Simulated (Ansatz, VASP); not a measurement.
**TePbS4: VASP beside Ansatz**

```
CELL_PARAMETERS angstrom
2.79840 -5.21085 0.00000
2.79840 5.21085 0.00000
0.00000 0.00000 5.77240
ATOMIC_POSITIONS crystal
Te 0.50000 0.50000 0.50000
Pb 0.00000 0.00000 0.00000
S 0.60045 0.39955 0.00000
S 0.10131 0.89869 0.50000
S 0.89869 0.10131 0.50000
S 0.39955 0.60045 0.00000
```

Change from the starting cell: species swapped into the DyYC4 type (Cmmm, No. 65).

Alike in both runs: functional PBE; k mesh 3 × 3 × 2; occupations gaussian, width 0.15 eV; no spin polarisation.

Ansatz relaxed the structure, and its values are those at the end. VASP's run is a single point on that final structure, the one shown.

|  | VASP | Ansatz |
| --- | --- | --- |
| version | VASP 6.6.1 | Ansatz 0.2.0 |
| potentials or method | VASP PAW PBE potentials, release 64 (Te, Pb_d, S), cutoff 500 eV | scalar-relativistic, plane waves, PAW |
| valence electrons in the cell | 44 | 54 |

Ansatz gave:

```
gap on the k mesh at the Fermi level (eV) : none
pressure (GPa)                            : -0.1
rms of the force components (eV/Å)        : 0.023
```

Task: Which values does VASP return?

Result: gap on the k mesh at the Fermi level (eV): none; pressure (GPa): -0.3; rms of the force components (eV/Å): 0.070.

A gap of «none» marks a metal or a gap that the smearing closes. VASP's potentials hold 44 valence electrons a cell and Ansatz's 54, so a difference there can come from the potentials and not from the codes.

The k mesh is coarse, so the values compare programs but aren't converged. Neither program's run includes spin-orbit coupling.
